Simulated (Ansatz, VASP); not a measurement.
Two plane-wave programs on BaTe

INCAR

```
SYSTEM = BaTe
PREC = Accurate
ENCUT = 600
EDIFF = 1E-7
ISMEAR = 0
SIGMA = 0.01
LREAL = .False.
LASPH = .True.
NELM = 100
ALGO = Normal
ISIF = 3
LWAVE = .False.
LCHARG = .False.
GGA = PE
IBRION = 2
NSW = 100
EDIFFG = -0.01
```

The input KPOINTS:

```
Automatic mesh
0
Gamma
  10 10 10
  0 0 0
```

Contents of POSCAR:

```
BaTe
1.0
   -3.4616970200      3.4616970200      1.8897003600
    3.4616970200     -3.4616970200      1.8897003600
    3.4616970200      3.4616970200     -1.8897003600
Ba Te
1 1
Direct
    0.2500000000      0.7500000000      0.5000000000
    0.0000000000      0.0000000000      0.0000000000
```

Input for Ansatz:

```yaml
crystal:
  lattice:
    - [-3.46169702, 3.46169702, 1.88970036]
    - [3.46169702, -3.46169702, 1.88970036]
    - [3.46169702, 3.46169702, -1.88970036]
  atoms:
    - { symbol: Ba, position: [0.25, 0.75, 0.5] }
    - { symbol: Te, position: [0.0, 0.0, 0.0] }
basis:
  ecutwfc: 420
kpoints:
  mp_grid: { grid: [10, 10, 10] }
hamiltonian:
  xc: pbe
scf:
  occupations: { method: gaussian, width: 0.01 }
output:
  forces: true
  stress: true
  eigenvalues: true
  write_density: true
  write_potential: true
  elf: true
  volumetric_format: npy
relax:
  adjacent_minimum: "off"
  f_tol: 0.01
  max_steps: 80
  cell: { stress_tol: 0.05 }
```

Alike in both runs: task relaxation of cell and atoms; functional PBE; k mesh 10 × 10 × 10; occupations gaussian, width 0.01 eV; no spin polarisation.

|  | VASP | Ansatz |
| --- | --- | --- |
| version | VASP 6.6.1 | Ansatz 0.2.0 |
| potentials or method | VASP PAW PBE potentials, release 64 (Ba_sv, Te), cutoff 600 eV | scalar-relativistic, plane waves, PAW |
| valence electrons in the cell | 16 | 26 |

Ansatz gave:

| Property | Result |
| --- | --- |
| gap on the k mesh at the Fermi level, each at its own relaxed structure (eV) | 1.88 |
| relaxed volume (Å³/atom) | 50.09 |
| relaxed cell length with the largest relative difference (Å) | 5.113 |

Problem. What did VASP give for the same quantities?

Solution. gap on the k mesh at the Fermi level, each at its own relaxed structure (eV): 1.87; relaxed volume (Å³/atom): 51.02; relaxed cell length with the largest relative difference (Å): 5.139.

VASP's potentials hold 16 valence electrons a cell and Ansatz's 26, so a difference there can come from the potentials and not from the codes.

Spin-orbit coupling is off throughout.
